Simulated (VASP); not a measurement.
# Ir (Cmmm) in VASP: notebook, part 2 of 2

VASP 6.6.1. Earlier steps stand in the parts before.

## Step 3: Single point, r2SCAN

File POSCAR:

```
Ir
1.0
    0.0000000000      0.0000000000      2.6323524718
    2.5818936357     -2.2920449511      1.3161762359
    2.5818936357      2.2920449511     -1.3161762359
Ir
2
Direct
    0.5000050661      0.7500000000      0.2500000000
    0.4999949339      0.2500000000      0.7500000000
```

File INCAR.step1:

```
SYSTEM = Ir
PREC = Accurate
ENCUT = 520
ISMEAR = -1
SIGMA = 0.1
LREAL = .FALSE.
LASPH = .TRUE.
NELM = 100
NBANDS = 16
GGA = PE
ALGO = Normal
EDIFF = 1E-4
LWAVE = .TRUE.
LCHARG = .FALSE.
```

File INCAR.step2:

```
SYSTEM = Ir
PREC = Accurate
ENCUT = 520
EDIFF = 1E-6
ISMEAR = -1
SIGMA = 0.1
LREAL = .FALSE.
LASPH = .TRUE.
NELM = 100
ALGO = Normal
ISIF = 2
LWAVE = .FALSE.
LCHARG = .FALSE.
METAGGA = R2SCAN
LMIXTAU = .TRUE.
NBANDS = 16
ISTART = 1
```

File KPOINTS:

```
regular mesh
0
G
  8 8 8
  0 0 0
```

Potentials or basis: VASP PAW PBE potentials, release 64 (Ir).

Started as:

```sh
cat potpaw_PBE.64/Ir/POTCAR > POTCAR
cp INCAR.step1 INCAR
mpirun -np 1 vasp_std > vasp.out
cp INCAR.step2 INCAR
mpirun -np 1 vasp_std > vasp.out
```

Wall time 2 min (1 thread of AMD EPYC 7R13 (Zen 3), shared host); peak memory 0.15 GiB.

It converged, with:

```yaml
Free_energy: -103.6062 eV
Pressure: 1.9 GPa
Band_gap_on_the_k_mesh: zero (band 9 reaches 10.59 eV, above the bottom of band 10 at 6.66 eV)
```

Stress tensor (GPa, compression positive):
```
1.65 0.00 0.00
0.00 1.94 0.00
0.00 0.00 1.99
```

Levels at points of the mesh, in eV from the Fermi level:
```tsv
k point	band 5	band 6	band 7	band 8	band 9	band 10	band 11	band 12	band 13	band 14
(0.00, 0.00, 0.00)	-3.25	-3.12	-2.13	1.48	1.50	2.39	3.27	5.56	6.06	14.05
(0.50, 0.00, 0.00)	-2.19	-1.82	0.11	0.76	2.18	2.41	3.28	5.63	6.12	7.73
(0.00, 0.50, 0.00)	-3.14	-3.14	-1.18	-1.18	-0.82	-0.82	-0.27	-0.27	12.79	12.79
(0.50, 0.50, 0.00)	-2.67	-2.67	-1.86	-1.86	-1.63	-1.63	5.06	5.06	10.70	10.70
(0.00, 0.50, 0.50)	-2.58	-1.81	-1.15	-1.01	-0.98	0.05	0.80	2.16	6.01	7.64
```

Caveat: the PAW data sets were made with another functional, which shifts forces and pressure a little; spin-orbit coupling is left out, which moves the levels of the heavy elements.

## Step 4: Single point, r2SCAN

File POSCAR:

```
Ir
1.0
    0.0000000000      0.0000000000      2.6323436459
    2.5818909301     -2.2920452352      1.3161718230
    2.5818909301      2.2920452352     -1.3161718230
Ir
2
Direct
    0.5000059185      0.7500000000      0.2500000000
    0.4999940815      0.2500000000      0.7500000000
```

File INCAR.step1:

```
SYSTEM = Ir
PREC = Accurate
ENCUT = 550
ISMEAR = -1
SIGMA = 0.1
LREAL = .False.
LASPH = .True.
NELM = 120
NBANDS = 24
GGA = PE
ALGO = Normal
EDIFF = 1E-5
LWAVE = .True.
LCHARG = .False.
GGA_COMPAT = .False.
```

File INCAR.step2:

```
SYSTEM = Ir
PREC = Accurate
ENCUT = 550
EDIFF = 1E-6
ISMEAR = -1
SIGMA = 0.1
LREAL = .False.
LASPH = .True.
NELM = 120
ALGO = Normal
ISIF = 2
LWAVE = .False.
LCHARG = .False.
METAGGA = R2SCAN
LMIXTAU = .True.
NBANDS = 24
ISTART = 1
GGA_COMPAT = .False.
```

File KPOINTS:

```
Automatic mesh
0
Gamma
  8 8 8
  0 0 0
```

Potentials or basis: VASP PAW PBE potentials, release 64 (Ir_sv_GW).

Started as:

```sh
cat potpaw_PBE.64/Ir_sv_GW/POTCAR > POTCAR
cp INCAR.step1 INCAR
mpirun -np 1 vasp_std > vasp.out
cp INCAR.step2 INCAR
mpirun -np 1 vasp_std > vasp.out
```

OUTCAR:

```text
SYSTEM = Ir
   PREC = Accurate
   ENCUT = 550
   EDIFF = 1E-6
   ISMEAR = -1
   LREAL = .False.
   LASPH = .True.
   NELM = 120
   ISIF = 2
   METAGGA = R2SCAN
   ISTART = 1

 ion  position               nearest neighbor table
   1  0.500  0.750  0.250-   2 2.58   2 2.58   2 2.64   2 2.64   2 2.64   2 2.64
   2  0.500  0.250  0.750-   1 2.58   1 2.58   1 2.64   1 2.64   1 2.64   1 2.64

  LATTYP: Found a body centered orthorhombic cell.
 ALAT       =     2.6323436459
 B/A-ratio  =     1.7414483392
 C/A-ratio  =     1.9616670750

  Lattice vectors:

 A1 = (  -2.5818909301,   2.2920452352,  -1.3161718230)
 A2 = (  -2.5818909301,  -2.2920452352,   1.3161718230)
 A3 = (   2.5818909301,   2.2920452352,   1.3161718229)

Analysis of symmetry for initial positions (statically):
=====================================================================
 Subroutine PRICEL returns:
 Original cell was already a primitive cell.

 Routine SETGRP: Setting up the symmetry group for a
 body centered orthorhombic supercell.

[... 155 lines left out ...]
   NGX = 11   NGY = 15   NGZ = 15

 number of electron      34.0000000 magnetization

 Free energy of the ion-electron system (eV)
  ---------------------------------------------------
  ext. energy  EPLUGINS =         0.00000000
  ---------------------------------------------------
  free energy    TOTEN  =      -104.66391378 eV

  energy without entropy =     -104.58177855  energy(sigma->0) =     -104.62284616

 E-fermi :  10.5512     XC(G=0): -14.9787

 val. band max:       10.5457854523   @ k =   0.0000   0.3750   0.1250
 cond. band min:      10.5548232544   @ k =   0.5000  -0.2500   0.1250
 fundamental gap:      0.0090378021
 Fermi energy:        10.5512241773

 k-point     1 :       0.0000    0.0000    0.0000
  band No.  band energies     occupation
      1     -83.8237      2.00000
      2     -83.7057      2.00000
      3     -40.4401      2.00000
      4     -40.2411      2.00000
      5     -39.8085      2.00000
      6     -39.6727      2.00000
[... 637 lines left out ...]
     23      24.8270      0.00000
     24      27.3792      0.00000

 [... further k-points ...]
[... 5 lines left out ...]
  --------------------------------------------------------------------------------------
  -------------------------------------------------------------------------------------
  Total       -0.3703698     -0.3896426     -0.3830480      0.0000000      0.0000000      0.0000000
  in kB      -19.0463824    -20.0374917    -19.6983623      0.0000000      0.0000000      0.0000000
  external PRESSURE =     -19.5940788 kB  Pullay stress =       0.0000000 kB

 VOLUME and BASIS-vectors are now :
 -----------------------------------------------------------------------------
  energy-cutoff  :      550.00
  volume of cell :       31.16
      direct lattice vectors                 reciprocal lattice vectors
     0.000000000  0.000000000  2.632343646     0.000000000  0.218145782  0.379889610
     2.581890930 -2.292045235  1.316171823     0.193656515 -0.218145782  0.000000000
     2.581890930  2.292045235 -1.316171823     0.193656515  0.218145782  0.000000000

 POSITION                                       TOTAL-FORCE (eV/Angst)
 -----------------------------------------------------------------------------------
      2.58189     -1.14602      1.97427         0.000000      0.000000     -0.000135
      2.58189      1.14602      0.65807         0.000000      0.000000      0.000135
 -----------------------------------------------------------------------------------
    total drift:                                0.000000     -0.000000      0.000000

  FREE ENERGIE OF THE ION-ELECTRON SYSTEM (eV)
  ---------------------------------------------------
  free  energy   TOTEN  =      -104.6639137756 eV

  energy  without entropy=     -104.5817785451  energy(sigma->0) =     -104.62284616
```

OSZICAR.step1:

```text
N       E                     dE             d eps       ncg     rms          rms(c)
DAV:   1     0.358422577823E+03    0.35842E+03   -0.25809E+04  4872   0.159E+03
DAV:   2    -0.945540111341E+01   -0.36788E+03   -0.35589E+03  5600   0.513E+02
DAV:   3    -0.198465812628E+02   -0.10391E+02   -0.10323E+02  5464   0.842E+01
DAV:   4    -0.198882080867E+02   -0.41627E-01   -0.41618E-01  5120   0.589E+00
DAV:   5    -0.198883793656E+02   -0.17128E-03   -0.17125E-03  5528   0.344E-01    0.110E+02
DAV:   6    -0.178724196329E+02    0.20160E+01   -0.39059E+00  5184   0.147E+01    0.561E+01
DAV:   7    -0.177584030250E+02    0.11402E+00   -0.97543E-01  5496   0.683E+00    0.112E+01
DAV:   8    -0.177255859173E+02    0.32817E-01   -0.16241E-01  5048   0.361E+00    0.145E+00
DAV:   9    -0.177249975359E+02    0.58838E-03   -0.16876E-03  5216   0.446E-01    0.489E-01
DAV:  10    -0.177247796363E+02    0.21790E-03   -0.37352E-04  5344   0.225E-01    0.269E-01
DAV:  11    -0.177247799818E+02   -0.34552E-06   -0.10323E-05  3272   0.305E-02
   1 F= -.17724780E+02 E0= -.17682676E+02  d E =-.842082E-01
```

Run time: 2.1 min. Hardware: 1 thread of Intel Xeon 6975P-C (Granite Rapids), shared host; peak memory 0.2 GiB.

Results:

```yaml
Free_energy: -104.6639 eV
Pressure: -2.0 GPa
Band_gap_on_the_k_mesh: zero (band 17 reaches 12.86 eV, above the bottom of band 18 at 8.92 eV)
```

Caveat: the PAW data sets were made with another functional, which shifts forces and pressure a little; spin-orbit coupling is left out, which moves the levels of the heavy elements.
